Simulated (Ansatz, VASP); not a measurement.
One calculation of MnO, two programs

INCAR

```
SYSTEM = MnO
  PREC = Accurate
  ENCUT = 520
  EDIFF = 1E-6
  ISMEAR = 0
  SIGMA = 0.05
  LREAL = .False.
  LASPH = .True.
  NELM = 150
  ALGO = Normal
  ISIF = 2
  LWAVE = .False.
  LCHARG = .False.
  ISPIN = 2
  MAGMOM = 5 -5 0 0
  LORBIT = 11
  LMAXMIX = 4
  LDAU = .True.
  LDAUTYPE = 2
  LDAUL = 2 -1
  LDAUU = 3.9 0
  LDAUJ = 0 0
  LDAUPRINT = 1
  GGA = PE
  NBANDS = 31
```

Contents of KPOINTS:

```
Automatic mesh
0
Gamma
  12 12 6
  0 0 0
```

File POSCAR:

```
MnO
1.0
    0.0000000000      2.2695972285      2.2695972285
    2.2695972285      0.0000000000      2.2695972285
    4.4801717668      4.4801717668      0.0590226902
Mn O
2 2
Direct
    0.0000000000      0.0000000000      0.0000000000
    0.0000000000      0.0000000000      0.5000000000
    0.5000000006      0.5000000006      0.2499999991
    0.4999999994      0.4999999994      0.7500000009
```

Input for Ansatz:

```yaml
crystal:
  lattice:
    - [0.0, 2.2695972285, 2.2695972285]
    - [2.2695972285, 0.0, 2.2695972285]
    - [4.4801717668, 4.4801717668, 0.0590226902]
  atoms:
    - { symbol: Mn, position: [0.0, 0.0, 0.0], spin: 5.0 }
    - { symbol: O, position: [0.5000000006, 0.5000000006, 0.2499999991] }
    - { symbol: Mn, position: [0.0, 0.0, 0.5], spin: -5.0 }
    - { symbol: O, position: [0.4999999994, 0.4999999994, 0.7500000009] }
basis:
  ecutwfc: 420
  ecutrho_ratio: 6
kpoints:
  mp_grid: { grid: [12, 12, 6] }
hamiltonian:
  xc: pbe
  hubbard: { sites: [{ species: Mn, l: d, u_eff: 3.9 }] }
scf:
  occupations: { method: gaussian, width: 0.05 }
output:
  forces: true
  stress: true
  write_density: true
  write_potential: true
  elf: true
  volumetric_format: npy
magnetization:
  spin_polarized: true
```

Alike in both runs: task single point; functional PBE; k mesh 12 × 12 × 6; occupations gaussian, width 0.05 eV; collinear spin; Hubbard terms Mn d U = 3.9 eV.

|  | VASP | Ansatz |
| --- | --- | --- |
| version | VASP 6.6.1 | Ansatz 0.2.0 |
| potentials or method | VASP PAW PBE potentials, release 64 (Mn_pv, O), cutoff 520 eV | scalar-relativistic, plane waves, PAW |
| valence electrons in the cell | 38 | 42 |

|  | VASP | Ansatz | Ansatz less VASP |
| --- | --- | --- | --- |
| gap on the k mesh at the Fermi level (eV) | 1.62 | 1.60 | -0.028 |
| pressure (GPa) | -1.5 | 0.0 | +1.49 |
| net moment per atom (μB) | 0.00 | 0.00 | 0.000 |
| size of the moment on the site where the two differ most (μB) | 4.58 | 4.27 | -0.307 |

Site moments also hang on the region over which each program counts them. The programs project onto different local orbitals, so the same U acts differently, and such runs can settle in different states. VASP's potentials hold 38 valence electrons a cell and Ansatz's 42, so a difference there can come from the potentials and not from the codes. Ansatz's warnings: anti translation declined.
